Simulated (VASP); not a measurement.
# HgTe (P6_3/mmc) in VASP: notebook

Runs on HgTe. Level: PBE. Tasks: single point.

All numbers are computed with VASP 6.6.1; they aren't measurements. Logs are shortened: lines on timing, memory, paths and dates and some standing lists are left out, and cuts for length are marked.

**1. The cell of the first run**

The structure is hexagonal, space group P6_3/mmc (No. 194). The conventional cell has a = 4.877 Å, b = 4.877 Å, c = 7.298 Å, α = 90.00°, β = 90.00°, γ = 120.00°. Within 3.7 Å of Hg (site symmetry -6m2) lie 5 Te at 2.82 to 3.65 Å. Within 3.7 Å of Te (site symmetry -6m2) lie 5 Hg at 2.82 to 3.65 Å.

**2. Single point, PBE**

INCAR

```
PREC = Accurate
ENCUT = 520
EDIFF = 1E-6
ISMEAR = -1
SIGMA = 0.02
LREAL = False
LASPH = True
NELM = 100
ALGO = Normal
ISIF = 2
LWAVE = False
LCHARG = False
GGA = PE
NBANDS = 26
```

KPOINTS

```
Automatic mesh
0
Gamma
  6 6 4
```

POSCAR

```
HgTe
1.0
    4.8768327769      0.0000000000      0.0000000000
   -2.4384163885      4.2234610748      0.0000000000
    0.0000000000      0.0000000000      7.2979978593
Hg Te
2 2
Direct
    0.3333333333      0.6666666667      0.2500000000
    0.6666666667      0.3333333333      0.7500000000
    0.6666666667      0.3333333333      0.2500000000
    0.3333333333      0.6666666667      0.7500000000
```

Potentials or basis: VASP PAW PBE potentials, release 64 (Hg, Te).

Command:

```console
cat potpaw_PBE.64/Hg/POTCAR potpaw_PBE.64/Te/POTCAR > POTCAR
mpirun -np 1 vasp_std > vasp.out
```

OUTCAR:

```text
PREC = Accurate
   ENCUT = 520
   EDIFF = 1E-6
   ISMEAR = -1
   LREAL = False
   LASPH = True
   NELM = 100
   ISIF = 2
   GGA = PE

 ion  position               nearest neighbor table
   1  0.333  0.667  0.250-   3 2.82   3 2.82   3 2.82   4 3.65   4 3.65
   2  0.667  0.333  0.750-   4 2.82   4 2.82   4 2.82   3 3.65   3 3.65
   3  0.667  0.333  0.250-   1 2.82   1 2.82   1 2.82   2 3.65   2 3.65
   4  0.333  0.667  0.750-   2 2.82   2 2.82   2 2.82   1 3.65   1 3.65

  LATTYP: Found a hexagonal cell.
 ALAT       =     4.8768327769
 C/A-ratio  =     1.4964626005

  Lattice vectors:

 A1 = (   4.8768327769,   0.0000000000,   0.0000000000)
 A2 = (  -2.4384163885,   4.2234610748,   0.0000000000)
 A3 = (   0.0000000000,   0.0000000000,   7.2979978593)

Analysis of symmetry for initial positions (statically):
=====================================================================
 Subroutine PRICEL returns:
 Original cell was already a primitive cell.

 Routine SETGRP: Setting up the symmetry group for a
 hexagonal supercell.

 Subroutine GETGRP returns: Found 24 space group operations
 (whereof 12 operations were pure point group operations)
 out of a pool of 24 trial point group operations.

The static configuration has the point symmetry D_3d.
 The point group associated with its full space group is D_6h.

Analysis of symmetry for dynamics (positions and initial velocities):
=====================================================================
 Subroutine PRICEL returns:
 Original cell was already a primitive cell.

 Routine SETGRP: Setting up the symmetry group for a
 hexagonal supercell.

 Subroutine GETGRP returns: Found 24 space group operations
 (whereof 12 operations were pure point group operations)
 out of a pool of 24 trial point group operations.

The dynamic configuration has the point symmetry D_3d.
 The point group associated with its full space group is D_6h.

 Subroutine INISYM returns: Found 24 space group operations
 (whereof 12 operations are pure point group operations),
 and found     1 'primitive' translations

----------------------------------------------------------------------------------------

                                     Primitive cell

  volume of cell :     150.3177

  direct lattice vectors                    reciprocal lattice vectors
     4.876832777  0.000000000  0.000000000     0.205051115  0.118386317  0.000000000
    -2.438416388  4.223461075  0.000000000     0.000000000  0.236772633  0.000000000
     0.000000000  0.000000000  7.297997859     0.000000000  0.000000000  0.137023882

  length of vectors
     4.876832777  4.876832777  7.297997859     0.236772633  0.236772633  0.137023882

  position of ions in fractional coordinates (direct lattice)
     0.333333333  0.666666667  0.250000000
     0.666666667  0.333333333  0.750000000
     0.666666667  0.333333333  0.250000000
     0.333333333  0.666666667  0.750000000

  ion indices of the primitive-cell ions
   primitive index   ion index
                 1           1
                 2           2
                 3           3
                 4           4

----------------------------------------------------------------------------------------

 KPOINTS: Automatic mesh

Automatic generation of k-mesh.
 Grid dimensions read from file:
 generate k-points for:    6    6    4

 Generating k-lattice:

  Cartesian coordinates                     Fractional coordinates (reciprocal lattice)
     0.034175186  0.019731053  0.000000000     0.166666667 -0.000000000  0.000000000
     0.000000000  0.039462106  0.000000000     0.000000000  0.166666667  0.000000000
     0.000000000  0.000000000  0.034255971     0.000000000  0.000000000  0.250000000

  Length of vectors
     0.039462106  0.039462106  0.034255971

  Shift w.r.t. Gamma in fractional coordinates (k-lattice)
     0.000000000  0.000000000  0.000000000

 Subroutine IBZKPT returns following result:
 ===========================================

 Found     21 irreducible k-points:

 Following reciprocal coordinates:
            Coordinates               Weight
  0.000000  0.000000  0.000000      1.000000
  0.166667  0.000000  0.000000      6.000000
  0.333333  0.000000  0.000000      6.000000
  0.500000  0.000000  0.000000      3.000000
  0.166667  0.166667  0.000000      6.000000
  0.333333  0.166667  0.000000     12.000000
[... 13 lines left out ...]
  0.333333  0.166667  0.500000     12.000000
  0.333333  0.333333  0.500000      2.000000
   k-points           NKPTS =     21   k-points in BZ     NKDIM =     21   number of bands    NBANDS=     26
   number of dos      NEDOS =    301   number of ions     NIONS =      4
   total plane-waves  NPLWV =  69984
   dimension x,y,z NGX =    36 NGY =   36 NGZ =   54
   dimension x,y,z NGXF=    72 NGYF=   72 NGZF=  108
   ions per type =               2   2
   NGX,Y,Z   is equivalent  to a cutoff of  12.27, 12.27, 12.30 a.u.
   NGXF,Y,Z  is equivalent  to a cutoff of  24.54, 24.54, 24.60 a.u.
 SYSTEM =  unknown system
   PREC   = accura    normal or accurate (medium, high low for compatibility)
   ISTART =      0    job   : 0-new  1-cont  2-samecut
   ICHARG =      2    charge: 1-file 2-atom 10-const
   ISPIN  =      1    spin polarized calculation?
   LNONCOLLINEAR =      F non collinear calculations
   LSORBIT =      F    spin-orbit coupling
   LASPH  =      T    aspherical Exc in radial PAW
   ENCUT  =  520.0 eV  38.22 Ry    6.18 a.u.   9.07  9.07 13.57*2*pi/ulx,y,z
   NELM   =    100;   NELMIN=  2; NELMDL= -5     # of ELM steps
   EDIFF  = 0.1E-05   stopping-criterion for ELM
   LREAL  =      F    real-space projection
   EDIFFG = 0.1E-04   stopping-criterion for IOM
   NSW    =      0    number of steps for IOM
   IBRION =     -1    ionic relax: 0-MD 1-quasi-New 2-CG
   NFREE  =      0    steps in history (QN), initial steepest desc. (CG)
   ISIF   =      2    stress and relaxation
   ISYM   =      2    0-nonsym 1-usesym 2-fastsym
   POTIM  = 0.5000    time-step for ionic-motion
   TEBEG  =    0.0;   TEEND  =   0.0 temperature during run
   PSTRESS=    0.0 pullay stress
   NELECT =      36.0000    total number of electrons
   NUPDOWN=      -1.0000    fix difference up-down
   EMIN   =  10.00;   EMAX   =-10.00  energy-range for DOS
   EFERMI =   0.00;   METHOD = LEGACY
   ISMEAR =    -1;   SIGMA  =   0.02  broadening in eV -4-tet -1-fermi 0-gaus
   EFERMI_NEDOS =   21; number of points for ismear=-14 and -15
   IALGO  =     38    algorithm
   IMIX   =      4    mixing-type and parameters
     AMIX     =   0.40;   BMIX     =  1.00
     AMIX_MAG =   1.60;   BMIX_MAG =  1.00
  volume/ion in A,a.u.               =      37.58       253.60
  Fermi-wavevector in a.u.,A,eV,Ry     =   1.016652  1.921194 14.062726  1.033581
  Thomas-Fermi vector in A             =   2.150008
   LORBIT       =      0    0 simple, 1 ext, 2 COOP (PROOUT), +10 PAW based schemes
   GGA     = PE    functional components
   LHFCALC =     F    Hartree Fock is set to
   AEXX    =    0.0000 exact exchange contribution
   IVDW    =     0    specifies the selected vdW correction
   LEPSILON=     F    determine dielectric tensor
   LRPA    =     F    only Hartree local field effects (RPA)
 non-spin polarized calculation
  energy-cutoff  :      520.00
  volume of cell :      150.32
 maximum number of plane-waves:      4098
   NGX = 19   NGY = 19   NGZ = 27

 number of electron      35.9999995 magnetization

 Free energy of the ion-electron system (eV)
  ---------------------------------------------------
  ext. energy  EPLUGINS =         0.00000000
  ---------------------------------------------------
  free energy    TOTEN  =        -6.72816311 eV

  energy without entropy =       -6.72624559  energy(sigma->0) =       -6.72720435

 E-fermi :   1.8534     XC(G=0):  -8.2679

 val. band max:        1.7901956756   @ k =   0.1667   0.1667   0.2500
 cond. band min:       1.8725827236   @ k =   0.1667   0.0000   0.0000
 fundamental gap:      0.0823870480
 Fermi energy:         1.8533668956

 k-point     1 :       0.0000    0.0000    0.0000
  band No.  band energies     occupation
      1      -9.2848      2.00000
      2      -8.8771      2.00000
      3      -5.0522      2.00000
      4      -5.0522      2.00000
      5      -5.0433      2.00000
      6      -5.0433      2.00000
[... 18 lines left out ...]
     25       7.9034      0.00000
     26       8.4426      0.00000

 k-point     2 :       0.1667    0.0000    0.0000
  band No.  band energies     occupation
      1      -9.1784      2.00000
      2      -8.8068      2.00000
      3      -5.0119      2.00000
      4      -5.0094      2.00000
      5      -4.9956      2.00000
      6      -4.9843      2.00000
[... 18 lines left out ...]
     25       7.8926      0.00000
     26       8.5408      0.00000

 k-point     3 :       0.3333    0.0000    0.0000
  band No.  band energies     occupation
      1      -8.9346      2.00000
      2      -8.6742      2.00000
      3      -4.8746      2.00000
      4      -4.8570      2.00000
      5      -4.8565      2.00000
      6      -4.8525      2.00000
[... 18 lines left out ...]
     25       8.6142      0.00000
     26       8.9936      0.00000

 k-point     4 :       0.5000    0.0000    0.0000
  band No.  band energies     occupation
      1      -8.7812      2.00000
      2      -8.6268      2.00000
      3      -4.8096      2.00000
      4      -4.7864      2.00000
      5      -4.6744      2.00000
      6      -4.6589      2.00000
[... 18 lines left out ...]
     25       8.9338      0.00000
     26       9.0947      0.00000
[... 409 lines left out ...]
      1      -8.8443      2.00000
      2      -8.8443      2.00000
      3      -4.9471      2.00000
      4      -4.9471      2.00000
      5      -4.8724      2.00000
      6      -4.8724      2.00000
[... 18 lines left out ...]
     25       8.5190      0.00000
     26       8.5190      0.00000

 k-point    20 :       0.3333    0.1667    0.5000
  band No.  band energies     occupation
      1      -8.6899      2.00000
      2      -8.6899      2.00000
      3      -4.8238      2.00000
      4      -4.8238      2.00000
      5      -4.7108      2.00000
      6      -4.7108      2.00000
[... 18 lines left out ...]
     25       8.8878      0.00000
     26       8.8878      0.00000

 k-point    21 :       0.3333    0.3333    0.5000
  band No.  band energies     occupation
      1      -8.6363      2.00000
      2      -8.6363      2.00000
      3      -4.7487      2.00000
      4      -4.7487      2.00000
      5      -4.7164      2.00000
      6      -4.7164      2.00000
[... 18 lines left out ...]
     25       7.9869      0.00000
     26       7.9869      0.00000

------------------------ aborting loop because EDIFF is reached ----------------------------------------

  FORCE on cell =-STRESS in cart. coord.  units (eV):
  Direction    XX          YY          ZZ          XY          YZ          ZX
  --------------------------------------------------------------------------------------
  -------------------------------------------------------------------------------------
  Total        0.0545730      0.0545730      0.0014745     -0.0000000      0.0000000      0.0000000
  in kB        0.5816721      0.5816721      0.0157160     -0.0000000      0.0000000      0.0000000
  external PRESSURE =       0.3930201 kB  Pullay stress =       0.0000000 kB

 VOLUME and BASIS-vectors are now :
 -----------------------------------------------------------------------------
  energy-cutoff  :      520.00
  volume of cell :      150.32
      direct lattice vectors                 reciprocal lattice vectors
     4.876832777  0.000000000  0.000000000     0.205051115  0.118386317  0.000000000
    -2.438416388  4.223461075  0.000000000     0.000000000  0.236772633  0.000000000
     0.000000000  0.000000000  7.297997859     0.000000000  0.000000000  0.137023882

 POSITION                                       TOTAL-FORCE (eV/Angst)
 -----------------------------------------------------------------------------------
     -0.00000      2.81564      1.82450         0.000000     -0.000000      0.000000
      2.43842      1.40782      5.47350        -0.000000      0.000000      0.000000
      2.43842      1.40782      1.82450        -0.000000      0.000000      0.000000
     -0.00000      2.81564      5.47350         0.000000     -0.000000      0.000000
 -----------------------------------------------------------------------------------
    total drift:                               -0.000000      0.000000      0.000000

  FREE ENERGIE OF THE ION-ELECTRON SYSTEM (eV)
  ---------------------------------------------------
  free  energy   TOTEN  =        -6.7281631119 eV

  energy  without entropy=       -6.7262455939  energy(sigma->0) =       -6.72720435
```

Run time: 45 s. Hardware: 1 thread of Intel Xeon 6975P-C (Granite Rapids), shared host; peak memory 0.27 GiB.

What came out:

- Free energy: -6.7282 eV
- Pressure: 0.0 GPa
- Band gap on the k mesh: zero (band 18 reaches 1.87 eV, above the bottom of band 19 at 1.69 eV)

Levels at points of the mesh, in eV from the Fermi level:
| k point | band 16 | band 17 | band 18 | band 19 | band 20 | band 21 |
| --- | --- | --- | --- | --- | --- | --- |
| (0.00, 0.00, 0.00) | -0.66 | -0.66 | -0.08 | -0.08 | 0.07 | 4.41 |
| (0.50, 0.00, 0.00) | -1.61 | -1.25 | -0.58 | 1.11 | 2.07 | 4.41 |
| (0.00, 0.00, 0.50) | -0.37 | -0.37 | -0.37 | -0.12 | -0.12 | 4.70 |
| (0.50, 0.00, 0.50) | -1.62 | -0.33 | -0.33 | 1.74 | 1.74 | 3.38 |

Caveat: spin-orbit coupling is left out, which moves the levels of the heavy elements.

[end of part 1 of 2]
